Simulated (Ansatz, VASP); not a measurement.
Given: the input of a run of Ansatz 0.2.0 on FeO.

input.yaml

```yaml
crystal:
  lattice:
    - [0.0, 2.1837639411, 2.1837639411]
    - [2.1837639411, 0.0, 2.1837639411]
    - [2.1837639411, 2.1837639411, 0.0]
  atoms:
    - { symbol: Fe, position: [0.0, 0.0, 0.0], spin: 3.0 }
    - { symbol: O, position: [0.5, 0.5, 0.5] }
hamiltonian:
  xc: pbe
  pseudopotentials: { kind: paw }
magnetization:
  spin_polarized: true
kpoints:
  mp_grid: { grid: [11, 11, 11] }
scf:
  occupations: { method: fermi_dirac, width: 0.05 }
output:
  forces: true
  stress: true
  eigenvalues: true
```

Potentials or basis: Ansatz PAW.

Run with:

```sh
$ ansatz run input.yaml --threads 1 --pin off --max-ram 3584MiB --backend cpu --events-out ev --progress --plain --runs-dir out
```

Question: Translate it to VASP 6.6.1. Potentials there: VASP PAW PBE potentials, release 64 (Fe_sv, O).

Answer: As run (the cutoff follows the program's own potentials):

Contents of INCAR:

```
PREC = Accurate
ENCUT = 600
EDIFF = 1E-6
ISMEAR = -1
SIGMA = 0.05
LREAL = False
LASPH = True
NELM = 200
ALGO = Normal
ISIF = 2
LWAVE = False
LCHARG = False
ISPIN = 2
MAGMOM = 3 0
LORBIT = 11
LMAXMIX = 4
GGA = PE
NBANDS = 22
GGA_COMPAT = False
```

File KPOINTS:

```
Automatic mesh
0
Gamma
  11 11 11
```

The input POSCAR:

```
FeO
1.0
    0.0000000000      2.1837639411      2.1837639411
    2.1837639411      0.0000000000      2.1837639411
    2.1837639411      2.1837639411      0.0000000000
Fe O
1 1
Direct
    0.0000000000      0.0000000000      0.0000000000
    0.5000000000      0.5000000000      0.5000000000
```

Potentials or basis: VASP PAW PBE potentials, release 64 (Fe_sv, O).

Command:

```bash
$ cat potpaw_PBE.64/Fe_sv/POTCAR potpaw_PBE.64/O/POTCAR > POTCAR
$ mpirun -np 1 vasp_std > vasp.out
```

Both were run:

|  | VASP | Ansatz | Ansatz less VASP |
| --- | --- | --- | --- |
| gap on the k mesh at the Fermi level (eV) | none | none | - |
| pressure (GPa) | -9.1 | -6.8 | +2.24 |
| net moment per atom (μB) | 2.00 | 2.00 | 0.000 |
| size of the moment on the site where the two differ most (μB) | 0.29 | 0.31 | +0.025 |

Site moments also hang on the region over which each program counts them. A gap of «none» marks a metal or a gap that the smearing closes.
